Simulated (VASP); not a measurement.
# AlP (zincblende type) (F-43m) in VASP: further runs, part 2 of 3

VASP 6.6.1.

### Step 3. Single point, r2SCAN (volume scaled by 0.88)

File POSCAR:

```
AlP
1.0
    0.0000000000      2.6250255852      2.6250255852
    2.6250255852      0.0000000000      2.6250255852
    2.6250255852      2.6250255852      0.0000000000
Al P
1 1
Direct
    0.0000000000      0.0000000000      0.0000000000
    0.2500000000      0.2500000000      0.2500000000
```

File INCAR.step1:

```
SYSTEM = AlP
ALGO     = Normal         ! electronic algorithm
EDIFF    = 1E-5           ! SCF threshold, eV
ENCUT    = 550            ! plane-wave cutoff, eV
GGA      = PE             ! functional
GGA_COMPAT= .FALSE.      
ISMEAR   = -1             ! smearing method
LASPH    = .TRUE.         ! aspherical terms in the spheres
LCHARG   = .FALSE.        ! write CHGCAR
LREAL    = .FALSE.        ! projectors in reciprocal space
LWAVE    = .TRUE.         ! write WAVECAR
NBANDS   = 11             ! bands
NELM     = 120            ! most SCF steps
PREC     = Accurate       ! precision mode
SIGMA    = 0.08           ! smearing width, eV
```

File INCAR.step2:

```
SYSTEM = AlP
ALGO     = Normal         ! electronic algorithm
EDIFF    = 1E-6           ! SCF threshold, eV
ENCUT    = 550            ! plane-wave cutoff, eV
GGA_COMPAT= .FALSE.      
ISIF     = 2              ! what is computed and relaxed
ISMEAR   = -1             ! smearing method
ISTART   = 1            
LASPH    = .TRUE.         ! aspherical terms in the spheres
LCHARG   = .TRUE.         ! write CHGCAR
LELF     = .TRUE.         ! ELF
LMIXTAU  = .TRUE.       
LREAL    = .FALSE.        ! projectors in reciprocal space
LVHAR    = .TRUE.       
LWAVE    = .FALSE.        ! write WAVECAR
METAGGA  = R2SCAN         ! meta-GGA
NBANDS   = 11             ! bands
NELM     = 120            ! most SCF steps
PREC     = Accurate       ! precision mode
SIGMA    = 0.08           ! smearing width, eV
```

File KPOINTS:

```
k-points
0
G
  12 12 12
  0 0 0
```

Potentials or basis: VASP PAW PBE potentials, release 64 (Al, P).

The run is started by

```sh
$ cat potpaw_PBE.64/Al/POTCAR potpaw_PBE.64/P/POTCAR > POTCAR
$ cp INCAR.step1 INCAR
$ mpirun -np 1 vasp_std > vasp.out
$ cp INCAR.step2 INCAR
$ mpirun -np 1 vasp_std > vasp.out
```

OUTCAR:

```text
SYSTEM = AlP
   EDIFF = 1E-6
   ENCUT = 550
   ISIF = 2
   ISMEAR = -1
   ISTART = 1
   LASPH = .TRUE.
   LREAL = .FALSE.
   METAGGA = R2SCAN
   NELM = 120
   PREC = Accurate

 ion  position               nearest neighbor table
   1  0.000  0.000  0.000-   2 2.27   2 2.27   2 2.27   2 2.27
   2  0.250  0.250  0.250-   1 2.27   1 2.27   1 2.27   1 2.27

  LATTYP: Found a face centered cubic cell.
 ALAT       =     5.2500511704

  Lattice vectors:

 A1 = (   0.0000000000,   2.6250255852,   2.6250255852)
 A2 = (   2.6250255852,   0.0000000000,   2.6250255852)
 A3 = (   2.6250255852,   2.6250255852,   0.0000000000)

Analysis of symmetry for initial positions (statically):
=====================================================================
 Subroutine PRICEL returns:
 Original cell was already a primitive cell.

 Routine SETGRP: Setting up the symmetry group for a
 face centered cubic supercell.

 Subroutine GETGRP returns: Found 24 space group operations
 (whereof 24 operations were pure point group operations)
 out of a pool of 48 trial point group operations.

The static configuration has the point symmetry T_d .

Analysis of symmetry for dynamics (positions and initial velocities):
=====================================================================
 Subroutine PRICEL returns:
 Original cell was already a primitive cell.

 Routine SETGRP: Setting up the symmetry group for a
 face centered cubic supercell.

 Subroutine GETGRP returns: Found 24 space group operations
 (whereof 24 operations were pure point group operations)
 out of a pool of 48 trial point group operations.

The dynamic configuration has the point symmetry T_d .

 Subroutine INISYM returns: Found 24 space group operations
 (whereof 24 operations are pure point group operations),
 and found     1 'primitive' translations

----------------------------------------------------------------------------------------

                                     Primitive cell

  volume of cell :      36.1768

  direct lattice vectors                    reciprocal lattice vectors
     0.000000000  2.625025585  2.625025585    -0.190474334  0.190474334  0.190474334
     2.625025585  0.000000000  2.625025585     0.190474334 -0.190474334  0.190474334
     2.625025585  2.625025585  0.000000000     0.190474334  0.190474334 -0.190474334

  length of vectors
     3.712346784  3.712346784  3.712346784     0.329911224  0.329911224  0.329911224

  position of ions in fractional coordinates (direct lattice)
     0.000000000  0.000000000  0.000000000
     0.250000000  0.250000000  0.250000000

  ion indices of the primitive-cell ions
   primitive index   ion index
                 1           1
                 2           2

----------------------------------------------------------------------------------------

 KPOINTS: k-points

Automatic generation of k-mesh.
 Grid dimensions read from file:
 generate k-points for:   12   12   12

 Generating k-lattice:

  Cartesian coordinates                     Fractional coordinates (reciprocal lattice)
    -0.015872861  0.015872861  0.015872861     0.083333333  0.000000000  0.000000000
     0.015872861 -0.015872861  0.015872861     0.000000000  0.083333333  0.000000000
     0.015872861  0.015872861 -0.015872861     0.000000000  0.000000000  0.083333333

  Length of vectors
     0.027492602  0.027492602  0.027492602

  Shift w.r.t. Gamma in fractional coordinates (k-lattice)
     0.000000000  0.000000000  0.000000000

 Subroutine IBZKPT returns following result:
 ===========================================

 Found     72 irreducible k-points:

 Following reciprocal coordinates:
            Coordinates               Weight
  0.000000  0.000000  0.000000      1.000000
  0.083333  0.000000  0.000000      8.000000
  0.166667  0.000000  0.000000      8.000000
  0.250000  0.000000  0.000000      8.000000
  0.333333  0.000000  0.000000      8.000000
  0.416667  0.000000  0.000000      8.000000
[... 16 lines left out ...]
  0.500000  0.166667  0.000000     24.000000
 -0.416667  0.166667  0.000000     24.000000
 [... further k-points ...]
   k-points           NKPTS =     72   k-points in BZ     NKDIM =     72   number of bands    NBANDS=     11
   number of dos      NEDOS =    301   number of ions     NIONS =      2
   total plane-waves  NPLWV =  21952
   dimension x,y,z NGX =    28 NGY =   28 NGZ =   28
   dimension x,y,z NGXF=    56 NGYF=   56 NGZF=   56
   ions per type =               1   1
   NGX,Y,Z   is equivalent  to a cutoff of  12.54, 12.54, 12.54 a.u.
   NGXF,Y,Z  is equivalent  to a cutoff of  25.08, 25.08, 25.08 a.u.
 SYSTEM =  AlP
   PREC   = accura    normal or accurate (medium, high low for compatibility)
   ISTART =      1    job   : 0-new  1-cont  2-samecut
   ICHARG =      0    charge: 1-file 2-atom 10-const
   ISPIN  =      1    spin polarized calculation?
   LNONCOLLINEAR =      F non collinear calculations
   LSORBIT =      F    spin-orbit coupling
   LASPH  =      T    aspherical Exc in radial PAW
   ENCUT  =  550.0 eV  40.42 Ry    6.36 a.u.   7.10  7.10  7.10*2*pi/ulx,y,z
   NELM   =    120;   NELMIN=  2; NELMDL=  0     # of ELM steps
   EDIFF  = 0.1E-05   stopping-criterion for ELM
   LREAL  =      F    real-space projection
   EDIFFG = 0.1E-04   stopping-criterion for IOM
   NSW    =      0    number of steps for IOM
   IBRION =     -1    ionic relax: 0-MD 1-quasi-New 2-CG
   NFREE  =      0    steps in history (QN), initial steepest desc. (CG)
   ISIF   =      2    stress and relaxation
   ISYM   =      2    0-nonsym 1-usesym 2-fastsym
   POTIM  = 0.5000    time-step for ionic-motion
   TEBEG  =    0.0;   TEEND  =   0.0 temperature during run
   PSTRESS=    0.0 pullay stress
   NELECT =       8.0000    total number of electrons
   NUPDOWN=      -1.0000    fix difference up-down
   EMIN   =  10.00;   EMAX   =-10.00  energy-range for DOS
   EFERMI =   0.00;   METHOD = LEGACY
   ISMEAR =    -1;   SIGMA  =   0.08  broadening in eV -4-tet -1-fermi 0-gaus
   EFERMI_NEDOS =   21; number of points for ismear=-14 and -15
   IALGO  =     38    algorithm
   IMIX   =      4    mixing-type and parameters
     AMIX     =   0.40;   BMIX     =  1.00
     AMIX_MAG =   1.60;   BMIX_MAG =  1.00
  volume/ion in A,a.u.               =      18.09       122.07
  Fermi-wavevector in a.u.,A,eV,Ry     =   0.989983  1.870798 13.334625  0.980067
  Thomas-Fermi vector in A             =   2.121621
   LORBIT       =      0    0 simple, 1 ext, 2 COOP (PROOUT), +10 PAW based schemes
   METAGGA = R2SCAN    functional components
   LHFCALC =     F    Hartree Fock is set to
   AEXX    =    0.0000 exact exchange contribution
   IVDW    =     0    specifies the selected vdW correction
   LEPSILON=     F    determine dielectric tensor
   LRPA    =     F    only Hartree local field effects (RPA)
 non-spin polarized calculation
  energy-cutoff  :      550.00
  volume of cell :       36.18
 maximum number of plane-waves:      1071
   NGX = 15   NGY = 15   NGZ = 15

 number of electron       8.0000001 magnetization

 Free energy of the ion-electron system (eV)
  ---------------------------------------------------
  ext. energy  EPLUGINS =         0.00000000
  ---------------------------------------------------
  free energy    TOTEN  =       -17.01375519 eV

  energy without entropy =      -17.01375459  energy(sigma->0) =      -17.01375489

 E-fermi :   6.4406     XC(G=0): -10.1070

 val. band max:        5.5464127629   @ k =   0.0000   0.0000   0.0000
 cond. band min:       7.2094363756   @ k =   0.5000   0.5000   0.0000
 fundamental gap:      1.6630236127
 Fermi energy:         6.4405857373

 k-point     1 :       0.0000    0.0000    0.0000
  band No.  band energies     occupation
      1      -7.1792      2.00000
      2       5.5464      1.99997
      3       5.5464      1.99997
      4       5.5464      1.99997
      5      10.6555      0.00000
      6      10.6920      0.00000
      7      10.6920      0.00000
      8      10.6920      0.00000
      9      14.9792      0.00000
     10      14.9792      0.00000
     11      17.7099      0.00000
[... 309 lines left out ...]
 k-point    24 :      -0.4167    0.1667    0.0000
  band No.  band energies     occupation
      1      -4.9113      2.00000
      2      -0.3625      2.00000
      3       3.0918      2.00000
      4       4.3413      2.00000
      5       9.5642      0.00000
      6      11.4333      0.00000
      7      11.8589      0.00000
      8      15.1069      0.00000
      9      16.4936      0.00000
     10      17.0874      0.00000
     11      19.3067      0.00000

 [... further k-points ...]
[... 5 lines left out ...]
  --------------------------------------------------------------------------------------
  -------------------------------------------------------------------------------------
  Total        3.2838671      3.2838671      3.2838671      0.0000000      0.0000000      0.0000000
  in kB      145.4338643    145.4338643    145.4338643      0.0000000      0.0000000      0.0000000
  external PRESSURE =     145.4338643 kB  Pullay stress =       0.0000000 kB

 VOLUME and BASIS-vectors are now :
 -----------------------------------------------------------------------------
  energy-cutoff  :      550.00
  volume of cell :       36.18
      direct lattice vectors                 reciprocal lattice vectors
     0.000000000  2.625025585  2.625025585    -0.190474334  0.190474334  0.190474334
     2.625025585  0.000000000  2.625025585     0.190474334 -0.190474334  0.190474334
     2.625025585  2.625025585  0.000000000     0.190474334  0.190474334 -0.190474334

 POSITION                                       TOTAL-FORCE (eV/Angst)
 -----------------------------------------------------------------------------------
      0.00000      0.00000      0.00000         0.000000      0.000000      0.000000
      1.31251      1.31251      1.31251        -0.000000     -0.000000     -0.000000
 -----------------------------------------------------------------------------------
    total drift:                               -0.000000     -0.000000     -0.000000

  FREE ENERGIE OF THE ION-ELECTRON SYSTEM (eV)
  ---------------------------------------------------
  free  energy   TOTEN  =       -17.0137551889 eV

  energy  without entropy=      -17.0137545853  energy(sigma->0) =      -17.01375489
```

It took 54 s on 1 thread of Intel Xeon 6975P-C (Granite Rapids), shared host; peak memory 0.17 GiB.

What came out:

```
Free energy            : -17.0138 eV
Pressure               : 14.5 GPa
Band gap on the k mesh : 1.66 eV, indirect (least direct gap 4.10 eV)
```

Levels at points of the mesh, in eV from the valence-band top:
```
           k point  band 1  band 2  band 3  band 4  band 5  band 6  band 7  band 8
(0.00, 0.00, 0.00)  -12.73    0.00    0.00    0.00    5.11    5.15    5.15    5.15
(0.50, 0.00, 0.00)  -10.67   -6.24   -0.86   -0.86    3.80    5.24    5.24    9.31
(0.50, 0.50, 0.00)   -9.85   -5.87   -2.44   -2.44    1.66    2.79   13.00   13.00
```

Caveat: the PAW data sets were made with another functional, which shifts forces and pressure a little. A k mesh can miss the band edges.

[end of part 2 of 3]
